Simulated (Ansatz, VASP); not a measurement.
# V in VASP and in Ansatz

```
V
1.0
     0.00000    1.90156    1.90156
     1.90156    0.00000    1.90156
     1.90156    1.90156    0.00000
V
1
Direct
  0.00000 0.00000 0.00000
```

Alike in both runs: task single point; functional BLYP; k mesh 16 × 16 × 16; occupations fermi-dirac, width 0.1 eV; no spin polarisation.

|  | VASP | Ansatz |
| --- | --- | --- |
| version | VASP 6.6.1 | Ansatz 0.2.0 |
| potentials or method | VASP PAW PBE potentials, release 64 (V_sv), cutoff 520 eV | plane waves (420 eV) with PAW, scalar-relativistic |
| valence electrons in the cell | 13 | 13 |

Ansatz gave:

```
pressure (GPa) : 7.1
```

Problem. What did VASP give for the same quantities?

Solution. Pressure (GPa): 7.5.

VASP's potentials were made for PBE, not for BLYP. The functional is the same, so the differences come from potentials, cutoffs and numerics.
